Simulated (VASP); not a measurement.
# MgZn4Te (F-43m) in VASP: a series of runs, part 2 of 2

VASP 6.6.1.

## Step 3: Single point, PBE

This run uses another cell than the first one, of 18.97 Å³/atom, 1.023 times its volume.

Input file INCAR:

```
SYSTEM = MgZn4Te
PREC = Accurate
ENCUT = 520
EDIFF = 1E-7
ISMEAR = 0
SIGMA = 0.1
LREAL = .FALSE.
LASPH = .TRUE.
NELM = 60
ALGO = Fast
ISIF = 2
LWAVE = .FALSE.
LCHARG = .TRUE.
GGA = PE
LELF = .TRUE.
LVHAR = .TRUE.
NBANDS = 37
```

Input file KPOINTS:

```
Automatic mesh
0
G
  8 8 8
  0 0 0
```

Input file POSCAR:

```
MgZn4Te
1.0
    0.0000000000      3.8466434298      3.8466434298
    3.8466434298      0.0000000000      3.8466434298
    3.8466434298      3.8466434298      0.0000000000
Mg Zn Te
1 4 1
Direct
    0.2500000000      0.2500000000      0.2500000000
    0.6237616714      0.6237616714      0.1287149858
    0.6237616714      0.6237616714      0.6237616714
    0.1287149858      0.6237616714      0.6237616714
    0.6237616714      0.1287149858      0.6237616714
    0.0000000000      0.0000000000      0.0000000000
```

Potentials or basis: VASP PAW PBE potentials, release 64 (Mg, Zn, Te).

Started as:

```console
cat potpaw_PBE.64/Mg/POTCAR potpaw_PBE.64/Zn/POTCAR potpaw_PBE.64/Te/POTCAR > POTCAR
mpirun -np 1 vasp_std > vasp.out
```

OUTCAR:

```text
SYSTEM = MgZn4Te
   PREC = Accurate
   ENCUT = 520
   EDIFF = 1E-7
   ISMEAR = 0
   LREAL = .FALSE.
   LASPH = .TRUE.
   NELM = 60
   ISIF = 2
   GGA = PE

 ion  position               nearest neighbor table
   1  0.250  0.250  0.250-   2 3.19   4 3.19   5 3.19   3 3.19   3 3.19   3 3.19   2 3.19   4 3.19
                             2 3.19   5 3.19   4 3.19   5 3.19   6 3.33   6 3.33   6 3.33   6 3.33
   2  0.624  0.624  0.129-   3 2.69   4 2.69   5 2.69   5 2.75   4 2.75   3 2.75   1 3.19   1 3.19
                             1 3.19   6 3.19   6 3.19   6 3.19
   3  0.624  0.624  0.624-   2 2.69   4 2.69   5 2.69   4 2.75   5 2.75   2 2.75   1 3.19   1 3.19
                             1 3.19   6 3.19   6 3.19   6 3.19
   4  0.129  0.624  0.624-   2 2.69   3 2.69   5 2.69   5 2.75   2 2.75   3 2.75   1 3.19   1 3.19
                             1 3.19   6 3.19   6 3.19   6 3.19
   5  0.624  0.129  0.624-   2 2.69   3 2.69   4 2.69   4 2.75   2 2.75   3 2.75   1 3.19   1 3.19
                             1 3.19   6 3.19   6 3.19   6 3.19
   6  0.000  0.000  0.000-   2 3.19   5 3.19   2 3.19   4 3.19   4 3.19   5 3.19   3 3.19   3 3.19
                             3 3.19   2 3.19   4 3.19   5 3.19   1 3.33   1 3.33   1 3.33   1 3.33

  LATTYP: Found a face centered cubic cell.
 ALAT       =     7.6932868596

  Lattice vectors:

 A1 = (   0.0000000000,   3.8466434298,   3.8466434298)
 A2 = (   3.8466434298,   0.0000000000,   3.8466434298)
 A3 = (   3.8466434298,   3.8466434298,   0.0000000000)

Analysis of symmetry for initial positions (statically):
=====================================================================
 Subroutine PRICEL returns:
 Original cell was already a primitive cell.

 Routine SETGRP: Setting up the symmetry group for a
 face centered cubic supercell.

 Subroutine GETGRP returns: Found 24 space group operations
 (whereof 24 operations were pure point group operations)
 out of a pool of 48 trial point group operations.

The static configuration has the point symmetry T_d .

[... 143 lines left out ...]
  Thomas-Fermi vector in A             =   2.424060
   LORBIT       =      0    0 simple, 1 ext, 2 COOP (PROOUT), +10 PAW based schemes
   GGA     = PE    functional components
   LHFCALC =     F    Hartree Fock is set to
   AEXX    =    0.0000 exact exchange contribution
   IVDW    =     0    specifies the selected vdW correction
   LEPSILON=     F    determine dielectric tensor
   LRPA    =     F    only Hartree local field effects (RPA)
 non-spin polarized calculation
 RMM-DIIS sequential band-by-band and
 Gauss-broadening in eV      SIGMA  =   0.10
  energy-cutoff  :      520.00
  volume of cell :      113.83
 maximum number of plane-waves:      3119
   NGX = 21   NGY = 21   NGZ = 21

 number of electron      56.0000025 magnetization

 Free energy of the ion-electron system (eV)
  ---------------------------------------------------
  ext. energy  EPLUGINS =         0.00000000
  ---------------------------------------------------
  free energy    TOTEN  =        -8.63663013 eV

  energy without entropy =       -8.62361511  energy(sigma->0) =       -8.63012262

 E-fermi :   4.4204     XC(G=0): -10.4988

 val. band max:        4.3834775909   @ k =   0.5000   0.1250   0.0000
 cond. band min:       4.4457535783   @ k =   0.3750   0.2500   0.0000
 fundamental gap:      0.0622759874
 Fermi energy:         4.4204219658

 k-point     1 :       0.0000    0.0000    0.0000
  band No.  band energies     occupation
      1      -8.1158      2.00000
      2      -4.2250      2.00000
      3      -3.6152      2.00000
      4      -3.6152      2.00000
      5      -3.6152      2.00000
      6      -3.4340      2.00000
[... 949 lines left out ...]
     36       9.9793      0.00000
     37      11.1873      0.00000

 [... further k-points ...]

------------------------ aborting loop because EDIFF is reached ----------------------------------------

  FORCE on cell =-STRESS in cart. coord.  units (eV):
  Direction    XX          YY          ZZ          XY          YZ          ZX
  --------------------------------------------------------------------------------------
  -------------------------------------------------------------------------------------
  Total        0.0632849      0.0632849      0.0632849     -0.0000000     -0.0000000      0.0000000
  in kB        0.8907066      0.8907066      0.8907066     -0.0000000     -0.0000000      0.0000000
  external PRESSURE =       0.8907066 kB  Pullay stress =       0.0000000 kB

 VOLUME and BASIS-vectors are now :
 -----------------------------------------------------------------------------
  energy-cutoff  :      520.00
  volume of cell :      113.83
      direct lattice vectors                 reciprocal lattice vectors
     0.000000000  3.846643430  3.846643430    -0.129983454  0.129983454  0.129983454
     3.846643430  0.000000000  3.846643430     0.129983454 -0.129983454  0.129983454
     3.846643430  3.846643430  0.000000000     0.129983454  0.129983454 -0.129983454

 POSITION                                       TOTAL-FORCE (eV/Angst)
 -----------------------------------------------------------------------------------
      1.92332      1.92332      1.92332        -0.000000      0.000000     -0.000000
      2.89451      2.89451      4.79878        -0.000484     -0.000484      0.000484
      4.79878      4.79878      4.79878         0.000484      0.000484      0.000484
      4.79878      2.89451      2.89451         0.000484     -0.000484     -0.000484
      2.89451      4.79878      2.89451        -0.000484      0.000484     -0.000484
      0.00000      0.00000      0.00000        -0.000000     -0.000000     -0.000000
 -----------------------------------------------------------------------------------
    total drift:                               -0.000004     -0.000004     -0.000005

  FREE ENERGIE OF THE ION-ELECTRON SYSTEM (eV)
  ---------------------------------------------------
  free  energy   TOTEN  =        -8.6366301309 eV

  energy  without entropy=       -8.6236151118  energy(sigma->0) =       -8.63012262
```

OSZICAR:

```text
N       E                     dE             d eps       ncg     rms          rms(c)
DAV:   1     0.349536208656E+03    0.34954E+03   -0.25620E+04  2146   0.193E+03
DAV:   2     0.179433011312E+02   -0.33159E+03   -0.32313E+03  2146   0.397E+02
DAV:   3    -0.838777080817E+01   -0.26331E+02   -0.25941E+02  2403   0.114E+02
DAV:   4    -0.900477790783E+01   -0.61701E+00   -0.61553E+00  2392   0.166E+01
DAV:   5    -0.901322489896E+01   -0.84470E-02   -0.84464E-02  2324   0.182E+00    0.110E+01
RMM:   6    -0.867688494253E+01    0.33634E+00   -0.18281E+00  2283   0.114E+01    0.691E+00
RMM:   7    -0.864724631926E+01    0.29639E-01   -0.12289E-01  2340   0.359E+00    0.307E+00
RMM:   8    -0.863654192954E+01    0.10704E-01   -0.31296E-02  2330   0.120E+00    0.247E-01
RMM:   9    -0.863662494722E+01   -0.83018E-04   -0.24403E-03  2489   0.450E-01    0.174E-01
RMM:  10    -0.863663191543E+01   -0.69682E-05   -0.66892E-04  2445   0.179E-01    0.498E-02
RMM:  11    -0.863663317969E+01   -0.12643E-05   -0.20947E-04  2461   0.136E-01    0.434E-02
RMM:  12    -0.863662934005E+01    0.38396E-05   -0.40244E-05  2548   0.492E-02    0.107E-02
RMM:  13    -0.863663057736E+01   -0.12373E-05   -0.13579E-05  2546   0.223E-02    0.168E-02
RMM:  14    -0.863663111981E+01   -0.54245E-06   -0.24231E-06  2741   0.974E-03    0.303E-02
RMM:  15    -0.863663012458E+01    0.99523E-06   -0.28521E-06  2387   0.142E-02    0.976E-03
RMM:  16    -0.863663013094E+01   -0.63646E-08   -0.20476E-07  1416   0.433E-03
   1 F= -.86366301E+01 E0= -.86301226E+01  d E =-.130150E-01
```

Run time: 2.6 min. Hardware: 1 thread of Intel Xeon Platinum 8259CL at 2.50GHz (Skylake/Cascade Lake), shared host; peak memory 0.31 GiB.

Results:

- Free energy: -8.6366 eV
- Pressure: 0.1 GPa
- Band gap on the k mesh: zero (band 28 reaches 5.44 eV, above the bottom of band 29 at 3.41 eV)

Levels at points of the mesh, in eV from the Fermi level:
```tsv
k point	band 25	band 26	band 27	band 28	band 29	band 30	band 31	band 32
(0.00, 0.00, 0.00)	-3.57	-2.14	-1.01	-1.01	-1.01	0.72	0.72	0.72
(0.50, 0.00, 0.00)	-3.88	-2.57	-1.85	-1.85	0.57	2.00	2.00	2.48
(0.50, 0.50, 0.00)	-4.88	-3.38	1.02	1.02	1.04	1.22	3.49	3.77
```

Caveat: spin-orbit coupling is left out, which moves the levels of the heavy elements.
